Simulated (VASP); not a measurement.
BiB, 2 atoms in the cell. Symmetry: Fm-3m, No. 225, cubic system. Conventional cell: a = 5.233 Å, b = 5.233 Å, c = 5.233 Å, α = 90.00°, β = 90.00°, γ = 90.00°. Within 3.5 Å of B (site symmetry m-3m) lie 6 Bi at 2.62 Å. Bi (site symmetry m-3m) has 6 B at 2.62 Å within 3.5 Å. 

```yaml
Program: VASP 6.6.1
Task: single point
Functional: r2SCAN
Dispersion: rVV10
Potentials_or_basis: VASP PAW PBE potentials, release 64 (B, Bi_d)
Cutoff: 520 eV
k_mesh: 10 × 10 × 10
Occupations: fermi-dirac, width 0.03 eV
Spin: no spin polarisation
Dipole_correction: no
Further_INCAR_settings: ALGO = Normal; EDIFF = 1e-06; NBANDS = 16
```

Potentials or basis: VASP PAW PBE potentials, release 64 (B, Bi_d).

Launch:

```bash
$ cat potpaw_PBE.64/B/POTCAR potpaw_PBE.64/Bi_d/POTCAR > POTCAR
$ cp INCAR.step1 INCAR
$ mpirun -np 1 vasp_std > vasp.out
$ cp INCAR.step2 INCAR
$ mpirun -np 1 vasp_std > vasp.out
```

Hardware: 1 thread of AMD EPYC 7R43 64-Core Processor (Zen 3), with other jobs on the host.

Task: Estimate the wall time of this run.

Result: Run time: 2.2 min on 1 thread of AMD EPYC 7R43 64-Core Processor (Zen 3), on a shared host, peak memory 0.24 GiB. Counts: k points 47.
